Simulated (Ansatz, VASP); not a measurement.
# One calculation of Ga, two programs

```
CELL_PARAMETERS angstrom
-1.44612 1.44612 2.29587
1.44612 -1.44612 2.29587
1.44612 1.44612 -2.29587
ATOMIC_POSITIONS crystal
Ga 0.00000 0.00000 0.00000
```

Change from the starting cell: strain +0.030 along x and y, +0.030 along z, atoms carried along.

Alike in both runs: task single point; functional PBEsol; k mesh 24 × 24 × 24; occupations gaussian, width 0.15 eV; no spin polarisation.

```csv
,VASP,Ansatz
version,VASP 6.6.1,Ansatz 0.2.0
potentials or method,"VASP PAW PBE potentials, release 64 (Ga_d), cutoff 520 eV","scalar-relativistic, plane waves, PAW"
valence electrons in the cell,13,13
```

Ansatz gave:

```
gap on the k mesh at the Fermi level (eV)                     : none
pressure (GPa)                                                : -3.9
traceless stress, the component that is largest in VASP (GPa) : -0.13
```

**Question.** Estimate VASP's values.

**Answer.** gap on the k mesh at the Fermi level (eV): none; pressure (GPa): -4.0; traceless stress, the component that is largest in VASP (GPa): -0.13.

VASP's potentials were made for PBE, not for PBEsol. A gap of «none» marks a metal or a gap that the smearing closes.
